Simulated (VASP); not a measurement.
# BeC2 (I4/mmm) in VASP: vibrations by perturbation theory with PBEsol

Aim: the vibrations by perturbation theory of BeC2 with PBEsol.

Everything below comes from runs of VASP 6.6.1. Logs are shortened: lines on timing, memory, paths and dates and some standing lists are left out, and cuts for length are marked.

## (1) The cell of the first run

It takes space group I4/mmm (No. 139, tetragonal). Conventional cell: a = 3.611 Å, b = 3.611 Å, c = 4.668 Å, α = 90.00°, β = 90.00°, γ = 90.00°. Be (site symmetry 4/mmm) has 2 C at 1.71 Å within 2.3 Å. C (site symmetry 4mm) has 1 C at 1.25 Å and 1 Be at 1.71 Å within 1.8 Å.

## (2) Vibrations by perturbation theory, PBEsol

INCAR reads:

```
SYSTEM = BeC2
ALGO     = Normal         ! electronic algorithm
EDIFF    = 1E-8           ! SCF threshold, eV
ENCUT    = 520            ! plane-wave cutoff, eV
GGA      = PS             ! functional
IBRION   = 8              ! ionic algorithm
ISIF     = 2              ! what is computed and relaxed
ISMEAR   = 0              ! smearing method
LASPH    = .TRUE.         ! aspherical terms in the spheres
LCHARG   = .TRUE.         ! write CHGCAR
LEPSILON = .TRUE.         ! dielectric tensor by DFPT
LREAL    = .FALSE.        ! projectors in reciprocal space
LWAVE    = .FALSE.        ! write WAVECAR
NBANDS   = 12             ! bands
NELM     = 80             ! most SCF steps
NSW      = 1              ! ionic steps
PREC     = Accurate       ! precision mode
SIGMA    = 0.01           ! smearing width, eV
```

KPOINTS reads:

```
k-points
0
G
  10 10 10
  0 0 0
```

POSCAR reads:

```
BeC2
1.0
   -1.8053396290      1.8053396290      2.3338137260
    1.8053396290     -1.8053396290      2.3338137260
    1.8053396290      1.8053396290     -2.3338137260
Be C
1 2
Direct
    0.0000000000      0.0000000000      0.0000000000
    0.6339862762      0.6339862762      0.0000000000
    0.3660137238      0.3660137238      0.0000000000
```

Potentials or basis: VASP PAW PBE potentials, release 64 (Be, C).

Run with:

```bash
$ cat potpaw_PBE.64/Be/POTCAR potpaw_PBE.64/C/POTCAR > POTCAR
$ mpirun -np 1 vasp_std > vasp.out
```

OUTCAR:

```text
SYSTEM = BeC2
   EDIFF = 1E-8
   ENCUT = 520
   GGA = PS
   IBRION = 8
   ISIF = 2
   ISMEAR = 0
   LASPH = .TRUE.
   LEPSILON = .TRUE.
   LREAL = .FALSE.
   NELM = 80
   NSW = 1
   PREC = Accurate

 ion  position               nearest neighbor table
   1  0.000  0.000  0.000-   2 1.71   3 1.71
   2  0.634  0.634  0.000-   3 1.25   1 1.71
   3  0.366  0.366  0.000-   2 1.25   1 1.71

  LATTYP: Found a body centered tetragonal cell.
 ALAT       =     3.6106792580
 C/A-ratio  =     1.2927283534

  Lattice vectors:

 A1 = (  -1.8053396290,   1.8053396290,   2.3338137260)
 A2 = (   1.8053396290,  -1.8053396290,   2.3338137260)
 A3 = (   1.8053396290,   1.8053396290,  -2.3338137260)

Analysis of symmetry for initial positions (statically):
=====================================================================
 Subroutine PRICEL returns:
 Original cell was already a primitive cell.

 Routine SETGRP: Setting up the symmetry group for a
 body centered tetragonal supercell.

 Subroutine GETGRP returns: Found 16 space group operations
 (whereof 16 operations were pure point group operations)
 out of a pool of 16 trial point group operations.

The static configuration has the point symmetry D_4h.

Analysis of symmetry for dynamics (positions and initial velocities):
=====================================================================
 Subroutine PRICEL returns:
 Original cell was already a primitive cell.

 Routine SETGRP: Setting up the symmetry group for a
 body centered tetragonal supercell.

 Subroutine GETGRP returns: Found 16 space group operations
 (whereof 16 operations were pure point group operations)
[... 624 lines left out ...]
          XX          YY          ZZ          XY          YZ          ZX
  --------------------------------------------------------------------------------
  x     0.00000     0.00000     0.00000     0.00000     0.00000     0.00000
  y     0.00000     0.00000     0.00000     0.00000     0.00000     0.00000
  z     0.00000     0.00000     0.00000     0.00000     0.00000     0.00000

 PIEZOELECTRIC TENSOR (including local field effects)  for field in x, y, z        (C/m^2)
          XX          YY          ZZ          XY          YZ          ZX
  --------------------------------------------------------------------------------
  x     0.00000     0.00000     0.00000     0.00000     0.00000     0.00000
  y     0.00000     0.00000     0.00000     0.00000     0.00000     0.00000
  z     0.00000     0.00000     0.00000     0.00000     0.00000     0.00000

 BORN EFFECTIVE CHARGES (including local field effects) (in |e|, cummulative output)
 ---------------------------------------------------------------------------------
 ion    1
    1     2.72818     0.00000     0.00000
    2     0.00000     2.72818     0.00000
    3     0.00000     0.00000     1.78174
 ion    2
    1    -1.36409    -0.00000     0.00000
    2     0.00000    -1.36409     0.00000
    3     0.00000     0.00000    -0.89087
 ion    3
    1    -1.36409     0.00000     0.00000
    2     0.00000    -1.36409     0.00000
    3     0.00000     0.00000    -0.89087

 INTERNAL STRAIN TENSOR FOR ION    3 for displacements in x,y,z  (eV/Angst):
          X           Y           Z          XY          YZ          ZX
  --------------------------------------------------------------------------------
  x     0.00000     0.00000     0.00000     0.00000     0.00000    -1.54038
  y     0.00000     0.00000     0.00000     0.00000    -2.08139     0.00000
  z     0.65162     0.65162    74.03951     0.00000     0.00000     0.00000

 SECOND DERIVATIVES (NOT SYMMETRIZED)
 ------------------------------------
               1X          1Y          1Z          2X          2Y          2Z          3X          3Y          3Z
  1X     3.864601    0.000000    0.000000   -1.932301    0.000000    0.000000   -1.932301    0.000000    0.000000
  1Y     0.000000    3.864601    0.000000    0.000000   -1.932301    0.000000    0.000000   -1.932301    0.000000
  1Z     0.000000    0.000000  -27.685972    0.000000   -0.000000   13.842986    0.000000   -0.000000   13.842986
  2X    -1.930958    0.000000    0.000000   -2.946419    0.000000    0.000000    4.877377    0.000000    0.000000
  2Y     0.000000   -1.930958    0.000000    0.000000   -2.946419    0.000000    0.000000    4.877377    0.000000
  2Z     0.000000    0.000000   13.840835    0.000000    0.000000  -92.368489    0.000000    0.000000   78.527655
  3X    -1.930958    0.000000    0.000000    4.877377    0.000000    0.000000   -2.946419    0.000000    0.000000
  3Y     0.000000   -1.930958    0.000000    0.000000    4.877377    0.000000    0.000000   -2.946419    0.000000
  3Z     0.000000    0.000000   13.840835    0.000000    0.000000   78.527655    0.000000    0.000000  -92.368489

 Eigenvectors and eigenvalues of the dynamical matrix
 ----------------------------------------------------

   1 f  =   58.969477 THz   370.516150 2PiTHz 1967.010015 cm-1   243.878050 meV
             X         Y         Z           dx          dy          dz
      0.000000  0.000000  0.000000     0.000000    0.000000   -0.000000
      0.000000  0.000000  2.959212    -0.000000   -0.000000   -0.707107
      0.000000  0.000000  1.708416     0.000000    0.000000    0.707107
[... 43 lines left out ...]
   9 f/i=   12.003553 THz    75.420546 2PiTHz  400.395422 cm-1    49.642683 meV
             X         Y         Z           dx          dy          dz
      0.000000  0.000000  0.000000     0.325934   -0.788082    0.000000
      0.000000  0.000000  2.959212    -0.141122    0.341221    0.000000
      0.000000  0.000000  1.708416    -0.141122    0.341221    0.000000

--------------------------------------------------------------------------------------------------------

 MACROSCOPIC STATIC DIELECTRIC TENSOR IONIC CONTRIBUTION
 ------------------------------------------------------
          -0.000000    -0.000000     0.000000
           0.000000    -0.000000    -0.000000
           0.000000    -0.000000     0.681984
 ------------------------------------------------------

 ELASTIC MODULI CONTR FROM IONIC RELAXATION (kBar)
 Direction    XX          YY          ZZ          XY          YZ          ZX
 --------------------------------------------------------------------------------
 XX          -0.2617     -0.2617    -29.7319      0.0000      0.0000     -0.0000
 YY          -0.2617     -0.2617    -29.7319      0.0000      0.0000     -0.0000
 ZZ         -29.7319    -29.7319  -3378.2469      0.0000      0.0000     -0.0000
 XY           0.0000      0.0000      0.0000      0.0000      0.0000      0.0000
 YZ           0.0000      0.0000      0.0000      0.0000    -58.3160     -0.0000
 ZX          -0.0000     -0.0000     -0.0000      0.0000     -0.0000    -31.9398
 --------------------------------------------------------------------------------

 PIEZOELECTRIC TENSOR IONIC CONTR  for field in x, y, z        (C/m^2)
          XX          YY          ZZ          XY          YZ          ZX
  --------------------------------------------------------------------------------
  x     0.00000     0.00000     0.00000     0.00000    -0.00000    -0.00000
  y    -0.00000    -0.00000    -0.00000     0.00000     0.00000    -0.00000
  z     0.00000     0.00000     0.00000     0.00000     0.00000     0.00000
```

OSZICAR:

```text
N       E                     dE             d eps       ncg     rms          rms(c)
DAV:   1     0.133537908144E+02    0.13354E+02   -0.51270E+03  2448   0.738E+02
DAV:   2    -0.210579351049E+02   -0.34412E+02   -0.32378E+02  3172   0.141E+02
DAV:   3    -0.227192933175E+02   -0.16614E+01   -0.16550E+01  3064   0.285E+01
[... 171 lines left out ...]
RMM:   6    -0.139138238742E+00   -0.21610E-03   -0.80550E-06  4051   0.192E-02    0.302E-03
RMM:   7    -0.139120911912E+00    0.17327E-04   -0.36141E-07  4059   0.378E-03    0.505E-04
RMM:   8    -0.139124833376E+00   -0.39215E-05   -0.12662E-08  4154   0.682E-04    0.231E-04
RMM:   9    -0.139124077567E+00    0.75581E-06   -0.69711E-10  4173   0.147E-04    0.164E-05
RMM:  10    -0.139124097240E+00   -0.19672E-07   -0.14655E-10  4234   0.241E-05    0.661E-06
RMM:  11    -0.139124089294E+00    0.79460E-08   -0.19520E-10  4279   0.151E-05    0.110E-06
 Linear response finished
```

Wall time 23 min (1 thread of AMD EPYC 7R43 (Zen 3), shared host); peak memory 0.33 GiB.

Results:

| Item | Value |
| --- | --- |
| Electronic dielectric tensor (diagonal) | 6.12, 6.12, 7.66 |
| Born charges (mean of the diagonal) | Be +2.41; C -1.21 e |
| Highest phonon frequency at Γ | 1967 cm⁻¹ |
| Most unstable mode | 400i cm⁻¹ |

Phonon frequencies in cm⁻¹ (negative: imaginary):
| q point | frequencies |
| --- | --- |
| (0.000, 0.000, 0.000) | -400 -400 0 0 0 421 421 1072 1967 |

Electronic dielectric tensor:
```
6.12 0.00 0.00
0.00 6.12 0.00
0.00 0.00 7.66
```

Born effective charge tensors (e):
atom 1, Be
```
2.73 0.00 0.00
0.00 2.73 0.00
0.00 0.00 1.78
```
atom 2, C
```
-1.36  0.00  0.00
 0.00 -1.36  0.00
 0.00  0.00 -0.89
```
atom 3, C
```
-1.36  0.00  0.00
 0.00 -1.36  0.00
 0.00  0.00 -0.89
```

Caveat: some modes are imaginary.
